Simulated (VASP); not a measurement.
The system is Ag.

```
Ag
1.0
     0.00000    2.04275    2.04275
     2.04275    0.00000    2.04275
     2.04275    2.04275    0.00000
Ag
1
Direct
  0.00000 0.00000 0.00000
```

```yaml
Program: VASP 6.6.1
Task: relaxation of cell and atoms
Functional: PBEsol
Potentials_or_basis: VASP PAW PBE potentials, release 64 (Ag)
Cutoff: 600 eV
k_mesh: 18 × 18 × 18
Occupations: gaussian, width 0.1 eV
Spin: no spin polarisation
```

At the start: pressure -2.8 GPa; volume 17.05 Å³/atom.

Q: How do energy, volume and symmetry change on relaxing?

A: Over 3 steps the energy falls by 3.7 meV/atom and the volume is 16.63 Å³/atom (-2.4 %); space group Fm-3m (No. 225, to 0.1 Å) before and after.

The path:
```csv
step,energy change (eV),largest force (eV/Å),pressure (GPa),volume (Å³)
1,0.0000,0.0000,-2.78,17.05
2,-0.0016,0.0000,2.33,16.33
3,-0.0037,0.0000,-0.01,16.63
```

Final structure:
```
Ag
1.0
     0.00000    2.02593    2.02593
     2.02593    0.00000    2.02593
     2.02593    2.02593    0.00000
Ag
1
Direct
  0.00000 0.00000 0.00000
```

Caveat: the PAW data sets were made with another functional, which shifts forces and pressure a little.
